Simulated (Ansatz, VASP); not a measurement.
**One calculation of Cu5Mo, two programs**

```xyz
6
Lattice="4.1621 0.0000 0.0000 -2.0810 3.6045 0.0000 0.0000 0.0000 5.1154" Properties=species:S:1:pos:R:3 pbc="T T T"
Cu    0.0000    2.4030    1.3024
Cu    0.0000    2.4030    3.8130
Cu    2.0810    1.2015    3.8130
Cu    2.0810    1.2015    1.3024
Cu    0.0000    0.0000    2.5577
Mo    0.0000    0.0000    0.0000
```

Alike in both runs: functional PBE; k mesh 4 × 4 × 3; occupations gaussian, width 0.2 eV; no spin polarisation.

Ansatz relaxed the structure, and its values are those at the end. VASP's run is a single point on that final structure, the one shown.

|  | VASP | Ansatz |
| --- | --- | --- |
| version | VASP 6.6.1 | Ansatz 0.2.0 |
| potentials or method | VASP PAW PBE potentials, release 64 (Cu, Mo_sv), cutoff 600 eV | scalar-relativistic, plane waves, PAW |
| valence electrons in the cell | 69 | 109 |

Ansatz gave:

- gap on the k mesh at the Fermi level (eV): none
- pressure (GPa): 0.4

**Question.** Estimate VASP's values.

**Answer.** gap on the k mesh at the Fermi level (eV): none; pressure (GPa): 1.0.

A gap of «none» marks a metal or a gap that the smearing closes. VASP's potentials hold 69 valence electrons a cell and Ansatz's 109, so a difference there can come from the potentials and not from the codes.

The k mesh is coarse, so the values compare programs but aren't converged.
